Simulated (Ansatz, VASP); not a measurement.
**Cu: VASP beside Ansatz**

```
CELL_PARAMETERS angstrom
2.53410 0.00000 0.00000
-1.26705 2.19459 0.00000
0.00000 0.00000 4.19482
ATOMIC_POSITIONS crystal
Cu 0.33333 0.66667 0.25000
Cu 0.66667 0.33333 0.75000
```

Change from the starting cell: strain +0.0200 x Voigt [0, 0, 1, 0, 0, 0], atoms carried along.

Alike in both runs: task single point; functional LDA; k mesh 21 × 21 × 12; occupations gaussian, width 0.15 eV; no spin polarisation.

|  | VASP | Ansatz |
| --- | --- | --- |
| version | VASP 6.6.1 | Ansatz 0.2.0 |
| potentials or method | VASP PAW LDA potentials, release 64 (Cu_sv_GW), cutoff 700 eV | scalar-relativistic, plane waves, PAW |
| valence electrons in the cell | 38 | 38 |

```tsv
	VASP	Ansatz	Ansatz less VASP
gap on the k mesh at the Fermi level (eV)	none	none	-
pressure (GPa)	-15.0	-10.8	+4.22
traceless stress, the component that is largest in VASP (GPa)	-0.27	-0.24	+0.031
```

LDA's correlation is that of Perdew and Zunger in VASP and of Perdew and Wang (1992) in Ansatz. A gap of «none» marks a metal or a gap that the smearing closes. One of these differences is far larger than is usual between the two programs; its cause wasn't traced.
